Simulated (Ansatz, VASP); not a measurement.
Given: the input of a run of Ansatz 0.2.0 on SiO.

File input.yaml:

```yaml
crystal:
  lattice:
    - [2.7881307075, 0.0, 0.0]
    - [0.0, 2.7881307075, 0.0]
    - [0.0, 0.0, 2.7881307075]
  atoms:
    - { symbol: Si, position: [0.0, 0.0, 0.0] }
    - { symbol: O, position: [0.5, 0.5, 0.5] }
hamiltonian:
  xc: pbe
  pseudopotentials: { kind: paw, azcp: { folder: soft_1 } }
kpoints:
  mp_grid: { grid: [9, 9, 9] }
scf:
  occupations: { method: fermi_dirac, width: 0.05 }
output:
  forces: true
  stress: true
  eigenvalues: true
```

Potentials or basis: Ansatz PAW soft_1.

Launch:

```sh
$ ansatz run input.yaml --threads 1 --pin off --max-ram 3584MiB --backend cpu --events-out ev --progress --plain --runs-dir out
```

Translate it to VASP 6.6.1. Potentials there: VASP PAW PBE potentials, release 64 (Si, O).

As run (the cutoff follows the program's own potentials):

INCAR

```
  PREC = Accurate
  ENCUT = 520
  EDIFF = 1E-7
  ISMEAR = -1
  SIGMA = 0.05
  LREAL = F
  LASPH = T
  NELM = 80
  ALGO = Normal
  ISIF = 2
  LWAVE = F
  LCHARG = F
  GGA = PE
  NBANDS = 12
```

KPOINTS

```
Automatic mesh
0
Gamma
  9 9 9
```

File POSCAR:

```
SiO
1.0
    2.7881307075      0.0000000000      0.0000000000
    0.0000000000      2.7881307075      0.0000000000
    0.0000000000      0.0000000000      2.7881307075
Si O
1 1
Direct
    0.0000000000      0.0000000000      0.0000000000
    0.5000000000      0.5000000000      0.5000000000
```

Potentials or basis: VASP PAW PBE potentials, release 64 (Si, O).

Command:

```bash
$ cat potpaw_PBE.64/Si/POTCAR potpaw_PBE.64/O/POTCAR > POTCAR
$ mpirun -np 1 vasp_std > vasp.out
```

Both were run:

|  | VASP | Ansatz | Ansatz less VASP |
| --- | --- | --- | --- |
| gap on the k mesh at the Fermi level (eV) | none | none | - |
| pressure (GPa) | 2.8 | 2.9 | +0.07 |

A gap of «none» marks a metal or a gap that the smearing closes.
